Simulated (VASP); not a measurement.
# Rh (P6_3/mmc) in VASP: notebook

The runs below take Rh through single point, with PBE.

All numbers are computed with VASP 6.6.1; they aren't measurements. Logs are shortened: lines on timing, memory, paths and dates and some standing lists are left out, and cuts for length are marked.

## 1. The cell of the first run

The structure is hexagonal, space group P6_3/mmc (No. 194). The conventional cell has a = 2.711 Å, b = 2.711 Å, c = 8.846 Å, α = 90.00°, β = 90.00°, γ = 120.00°. Rh (site symmetry -3m) has 12 Rh at 2.71 Å within 3.6 Å. Rh (site symmetry -6m2) has 12 Rh at 2.71 Å within 3.6 Å.

This isn't the form of Rh at room conditions, which is fcc.

## 2. Single point, PBE, collinear spin, ferromagnetic start

The input, INCAR:

```
SYSTEM = Rh
ALGO = Normal
EDIFF = 1E-7
ENCUT = 520
GGA = PE
ISIF = 2
ISMEAR = -1
ISPIN = 2
LASPH = .True.
LCHARG = .False.
LMAXMIX = 4
LORBIT = 11
LREAL = .False.
LWAVE = .False.
MAGMOM = 1 1 1 1
NBANDS = 42
NELM = 150
PREC = Accurate
SIGMA = 0.05
```

The input, KPOINTS:

```
k-points
0
Gamma
  13 13 4
  0 0 0
```

The input, POSCAR:

```
Rh
1.0
    2.7106044303      0.0000000000      0.0000000000
   -1.3553022151      2.3474522962      0.0000000000
    0.0000000000      0.0000000000      8.8462188244
Rh
4
Direct
    1.0000000000      1.0000000000      0.0000000000
    1.0000000000      1.0000000000      0.5000000000
    0.3333333333      0.6666666667      0.2500000000
    0.6666666667      0.3333333333      0.7500000000
```

Potentials or basis: VASP PAW PBE potentials, release 64 (Rh_pv).

Started as:

```
$ cat potpaw_PBE.64/Rh_pv/POTCAR > POTCAR
$ mpirun -np 1 vasp_std > vasp.out
```

OUTCAR:

```text
SYSTEM = Rh
   EDIFF = 1E-7
   ENCUT = 520
   GGA = PE
   ISIF = 2
   ISMEAR = -1
   ISPIN = 2
   LASPH = .True.
   LORBIT = 11
   LREAL = .False.
   NELM = 150
   PREC = Accurate

 ion  position               nearest neighbor table
   1  0.000  0.000  0.000-   3 2.71   4 2.71   3 2.71   4 2.71   4 2.71   3 2.71
   2  0.000  0.000  0.500-   3 2.71   4 2.71   3 2.71   4 2.71   4 2.71   3 2.71
   3  0.333  0.667  0.250-   1 2.71   2 2.71   1 2.71   2 2.71   1 2.71   2 2.71
   4  0.667  0.333  0.750-   1 2.71   2 2.71   1 2.71   2 2.71   1 2.71   2 2.71

  LATTYP: Found a hexagonal cell.
 ALAT       =     2.7106044303
 C/A-ratio  =     3.2635594945

  Lattice vectors:

 A1 = (   2.7106044303,   0.0000000000,   0.0000000000)
 A2 = (  -1.3553022151,   2.3474522962,   0.0000000000)
 A3 = (   0.0000000000,   0.0000000000,   8.8462188244)

Analysis of symmetry for initial positions (statically):
=====================================================================
 Subroutine PRICEL returns:
 Original cell was already a primitive cell.

 Routine SETGRP: Setting up the symmetry group for a
 hexagonal supercell.

 Subroutine GETGRP returns: Found 24 space group operations
 (whereof 12 operations were pure point group operations)
 out of a pool of 24 trial point group operations.

The static configuration has the point symmetry D_3d.
 The point group associated with its full space group is D_6h.

Analysis of symmetry for dynamics (positions and initial velocities):
=====================================================================
 Subroutine PRICEL returns:
 Original cell was already a primitive cell.

 Routine SETGRP: Setting up the symmetry group for a
 hexagonal supercell.

 Subroutine GETGRP returns: Found 24 space group operations
 (whereof 12 operations were pure point group operations)
 out of a pool of 24 trial point group operations.

The dynamic configuration has the point symmetry D_3d.
 The point group associated with its full space group is D_6h.

Analysis of structural, dynamic, and magnetic symmetry:
=====================================================================
 Subroutine PRICEL returns:
 Original cell was already a primitive cell.

 Routine SETGRP: Setting up the symmetry group for a
 hexagonal supercell.

 Subroutine GETGRP returns: Found 24 space group operations
 (whereof 12 operations were pure point group operations)
 out of a pool of 24 trial point group operations.

The overall configuration has the point symmetry D_3d.
 The point group associated with its full space group is D_6h.

 Subroutine INISYM returns: Found 24 space group operations
 (whereof 12 operations are pure point group operations),
 and found     1 'primitive' translations

----------------------------------------------------------------------------------------

                                     Primitive cell

  volume of cell :      56.2886

  direct lattice vectors                    reciprocal lattice vectors
     2.710604430  0.000000000  0.000000000     0.368921407  0.212996874  0.000000000
    -1.355302215  2.347452296  0.000000000     0.000000000  0.425993747  0.000000000
     0.000000000  0.000000000  8.846218824     0.000000000  0.000000000  0.113042648

  length of vectors
     2.710604430  2.710604430  8.846218824     0.425993747  0.425993747  0.113042648

  position of ions in fractional coordinates (direct lattice)
     0.000000000  0.000000000  0.000000000
     0.000000000  0.000000000  0.500000000
     0.333333333  0.666666667  0.250000000
     0.666666667  0.333333333  0.750000000

  ion indices of the primitive-cell ions
   primitive index   ion index
                 1           1
                 2           2
                 3           3
                 4           4

----------------------------------------------------------------------------------------

 KPOINTS: k-points

Automatic generation of k-mesh.
 Grid dimensions read from file:
 generate k-points for:   13   13    4

 Generating k-lattice:

  Cartesian coordinates                     Fractional coordinates (reciprocal lattice)
     0.028378570  0.016384375  0.000000000     0.076923077  0.000000000  0.000000000
     0.000000000  0.032768750  0.000000000     0.000000000  0.076923077  0.000000000
     0.000000000  0.000000000  0.028260662     0.000000000  0.000000000  0.250000000

  Length of vectors
     0.032768750  0.032768750  0.028260662

  Shift w.r.t. Gamma in fractional coordinates (k-lattice)
     0.000000000  0.000000000  0.000000000

 Subroutine IBZKPT returns following result:
 ===========================================

 Found     63 irreducible k-points:

 Following reciprocal coordinates:
            Coordinates               Weight
  0.000000  0.000000  0.000000      1.000000
  0.076923 -0.000000  0.000000      6.000000
  0.153846  0.000000  0.000000      6.000000
  0.230769 -0.000000  0.000000      6.000000
  0.307692  0.000000  0.000000      6.000000
  0.384615 -0.000000  0.000000      6.000000
[... 16 lines left out ...]
  0.076923 -0.000000  0.250000     12.000000
  0.153846  0.000000  0.250000     12.000000
 [... further k-points ...]
   k-points           NKPTS =     63   k-points in BZ     NKDIM =     63   number of bands    NBANDS=     42
   number of dos      NEDOS =    301   number of ions     NIONS =      4
   total plane-waves  NPLWV =  28000
   dimension x,y,z NGX =    20 NGY =   20 NGZ =   70
   dimension x,y,z NGXF=    40 NGYF=   40 NGZF=  140
   ions per type =               4
   NGX,Y,Z   is equivalent  to a cutoff of  12.27, 12.27, 13.16 a.u.
   NGXF,Y,Z  is equivalent  to a cutoff of  24.53, 24.53, 26.31 a.u.
 SYSTEM =  Rh
   PREC   = accura    normal or accurate (medium, high low for compatibility)
   ISTART =      0    job   : 0-new  1-cont  2-samecut
   ICHARG =      2    charge: 1-file 2-atom 10-const
   ISPIN  =      2    spin polarized calculation?
   LNONCOLLINEAR =      F non collinear calculations
   LSORBIT =      F    spin-orbit coupling
   LASPH  =      T    aspherical Exc in radial PAW
   ENCUT  =  520.0 eV  38.22 Ry    6.18 a.u.   5.04  5.04 16.45*2*pi/ulx,y,z
   NELM   =    150;   NELMIN=  2; NELMDL= -5     # of ELM steps
   EDIFF  = 0.1E-06   stopping-criterion for ELM
   LREAL  =      F    real-space projection
   EDIFFG = 0.1E-05   stopping-criterion for IOM
   NSW    =      0    number of steps for IOM
   IBRION =     -1    ionic relax: 0-MD 1-quasi-New 2-CG
   NFREE  =      0    steps in history (QN), initial steepest desc. (CG)
   ISIF   =      2    stress and relaxation
   ISYM   =      2    0-nonsym 1-usesym 2-fastsym
   POTIM  = 0.5000    time-step for ionic-motion
   TEBEG  =    0.0;   TEEND  =   0.0 temperature during run
   PSTRESS=    0.0 pullay stress
   NELECT =      60.0000    total number of electrons
   NUPDOWN=      -1.0000    fix difference up-down
   EMIN   =  10.00;   EMAX   =-10.00  energy-range for DOS
   EFERMI =   0.00;   METHOD = LEGACY
   ISMEAR =    -1;   SIGMA  =   0.05  broadening in eV -4-tet -1-fermi 0-gaus
   EFERMI_NEDOS =   21; number of points for ismear=-14 and -15
   IALGO  =     38    algorithm
   IMIX   =      4    mixing-type and parameters
     AMIX     =   0.40;   BMIX     =  1.00
     AMIX_MAG =   1.60;   BMIX_MAG =  1.00
  volume/ion in A,a.u.               =      14.07        94.96
  Fermi-wavevector in a.u.,A,eV,Ry     =   1.672316  3.160219 38.050615  2.796641
  Thomas-Fermi vector in A             =   2.757485
   LORBIT       =     11    0 simple, 1 ext, 2 COOP (PROOUT), +10 PAW based schemes
   GGA     = PE    functional components
   LHFCALC =     F    Hartree Fock is set to
   AEXX    =    0.0000 exact exchange contribution
   IVDW    =     0    specifies the selected vdW correction
   LEPSILON=     F    determine dielectric tensor
   LRPA    =     F    only Hartree local field effects (RPA)
 spin polarized calculation
  energy-cutoff  :      520.00
  volume of cell :       56.29
 maximum number of plane-waves:      1540
   NGX = 11   NGY = 11   NGZ = 33

 number of electron      59.9999991 magnetization       0.0000369

 Free energy of the ion-electron system (eV)
  ---------------------------------------------------
  ext. energy  EPLUGINS =         0.00000000
  ---------------------------------------------------
  free energy    TOTEN  =       -28.98472512 eV

  energy without entropy =      -28.93391871  energy(sigma->0) =      -28.95932191

 E-fermi :  11.5147     XC(G=0): -13.8816

 val. band max:       11.5139345312   @ k =   0.3077   0.0000   0.2500
 cond. band min:      11.5172500608   @ k =   0.0769   0.0769   0.0000
 fundamental gap:      0.0033155295
 Fermi energy:        11.5146946489

 spin component 1

 k-point     1 :       0.0000    0.0000    0.0000
  band No.  band energies     occupation
      1     -35.5267      1.00000
      2     -35.1999      1.00000
      3     -35.1888      1.00000
      4     -34.9461      1.00000
      5     -34.9461      1.00000
      6     -34.9092      1.00000
[... 1069 lines left out ...]
     41      28.4318      0.00000
     42      29.0091      0.00000

 [... further k-points ...]

 spin component 2

 k-point     1 :       0.0000    0.0000    0.0000
  band No.  band energies     occupation
      1     -35.5267      1.00000
      2     -35.1999      1.00000
      3     -35.1888      1.00000
      4     -34.9461      1.00000
      5     -34.9461      1.00000
      6     -34.9092      1.00000
[... 1069 lines left out ...]
     41      28.4318      0.00000
     42      29.0091      0.00000

 [... further k-points ...]

------------------------ aborting loop because EDIFF is reached ----------------------------------------

  FORCE on cell =-STRESS in cart. coord.  units (eV):
  Direction    XX          YY          ZZ          XY          YZ          ZX
  --------------------------------------------------------------------------------------
  -------------------------------------------------------------------------------------
  Total        0.0198327      0.0198327      0.0128356      0.0000000     -0.0000000     -0.0000000
  in kB        0.5645112      0.5645112      0.3653469      0.0000000     -0.0000000     -0.0000000
  external PRESSURE =       0.4981231 kB  Pullay stress =       0.0000000 kB

 VOLUME and BASIS-vectors are now :
 -----------------------------------------------------------------------------
  energy-cutoff  :      520.00
  volume of cell :       56.29
      direct lattice vectors                 reciprocal lattice vectors
     2.710604430  0.000000000  0.000000000     0.368921407  0.212996874  0.000000000
    -1.355302215  2.347452296  0.000000000     0.000000000  0.425993747  0.000000000
     0.000000000  0.000000000  8.846218824     0.000000000  0.000000000  0.113042648

 POSITION                                       TOTAL-FORCE (eV/Angst)
 -----------------------------------------------------------------------------------
      0.00000      0.00000      0.00000         0.000000      0.000000      0.000000
      0.00000      0.00000      4.42311         0.000000      0.000000      0.000000
     -0.00000      1.56497      2.21155         0.000000      0.000000      0.000000
      1.35530      0.78248      6.63466        -0.000000     -0.000000     -0.000000
 -----------------------------------------------------------------------------------
    total drift:                                0.000000     -0.000000      0.000000

  FREE ENERGIE OF THE ION-ELECTRON SYSTEM (eV)
  ---------------------------------------------------
  free  energy   TOTEN  =       -28.9847251185 eV

  energy  without entropy=      -28.9339187078  energy(sigma->0) =      -28.95932191

 total charge

# of ion       s       p       d       tot
------------------------------------------
    1        0.402   6.285   7.058  13.745
    2        0.402   6.285   7.058  13.745
    3        0.402   6.287   7.059  13.747
    4        0.402   6.287   7.059  13.747
--------------------------------------------------
tot          1.608  25.144  28.233  54.985

 magnetization (x)

# of ion       s       p       d       tot
------------------------------------------
    1       -0.000  -0.000   0.000   0.000
    2       -0.000  -0.000   0.000   0.000
    3       -0.000  -0.000   0.000   0.000
    4       -0.000  -0.000   0.000   0.000
--------------------------------------------------
tot         -0.000  -0.000   0.000   0.000
```

It took 7.6 min on 1 thread of Intel Xeon 8259CL, shared host; peak memory 0.32 GiB.

What came out:

| Item | Value |
| --- | --- |
| Free energy | -28.9847 eV |
| Pressure | 0.0 GPa |
| Band gap on the k mesh | zero (filled and empty bands overlap) |
| Net moment | 0.00 μB per cell |
| Valence electrons inside the program's atomic spheres | Rh 13.74, 13.75 (each value once) |

Levels at points of the mesh, in eV from the Fermi level:
Spin up:
```csv
k point,band 27,band 28,band 29,band 30,band 31,band 32,band 33,band 34
"(0.00, 0.00, 0.00)",-2.55,-1.40,-1.40,-0.84,-0.84,-0.35,-0.35,0.39
"(0.00, 0.00, 0.50)",-1.11,-1.11,-1.11,-1.11,-1.08,-1.08,0.06,0.06
```
Spin down:
```csv
k point,band 27,band 28,band 29,band 30,band 31,band 32,band 33,band 34
"(0.00, 0.00, 0.00)",-2.55,-1.40,-1.40,-0.84,-0.84,-0.35,-0.35,0.39
"(0.00, 0.00, 0.50)",-1.11,-1.11,-1.11,-1.11,-1.08,-1.08,0.06,0.06
```

(Part 1 of 2 ends here.)
